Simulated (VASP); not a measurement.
ScPd3, 4 atoms in the cell. It takes space group Pm-3m (No. 221, cubic). The conventional cell has a = 3.982 Å, b = 3.982 Å, c = 3.982 Å, α = 90.00°, β = 90.00°, γ = 90.00°. Within 3.7 Å of Sc (site symmetry m-3m) lie 12 Pd at 2.82 Å. Pd (site symmetry 4/mmm) has 4 Sc at 2.82 Å and 8 Pd at 2.82 Å within 3.7 Å. 

```yaml
Program: VASP 6.6.1
Task: relaxation of cell and atoms
Functional: PBEsol
Dispersion: D3(BJ)
Potentials_or_basis: VASP PAW PBE potentials, release 64 (Sc_sv, Pd)
Cutoff: 600 eV
k_mesh: 7 × 7 × 7, shifted
Occupations: methfessel-paxton, width 0.2 eV
Spin: no spin polarisation
Dipole_correction: no
Further_INCAR_settings: ALGO = Normal; EDIFF = 1e-06; IBRION = 2; EDIFFG = -0.1; NSW = 60; ISIF = 3
```

Potentials or basis: VASP PAW PBE potentials, release 64 (Sc_sv, Pd).

Command:

```bash
$ cat potpaw_PBE.64/Sc_sv/POTCAR potpaw_PBE.64/Pd/POTCAR > POTCAR
$ mpirun -np 1 vasp_std > vasp.out
```

Hardware: 1 thread of AMD EPYC 9R45 96-Core Processor (Zen 5), with other jobs on the host.

Problem. How long does it take, and how much memory?

Solution. Wall time 50 s on 1 thread of AMD EPYC 9R45 96-Core Processor (Zen 5), with other jobs on the host, peak memory 0.18 GiB. Counts: scf iterations 32, k points 20, ion steps 3.
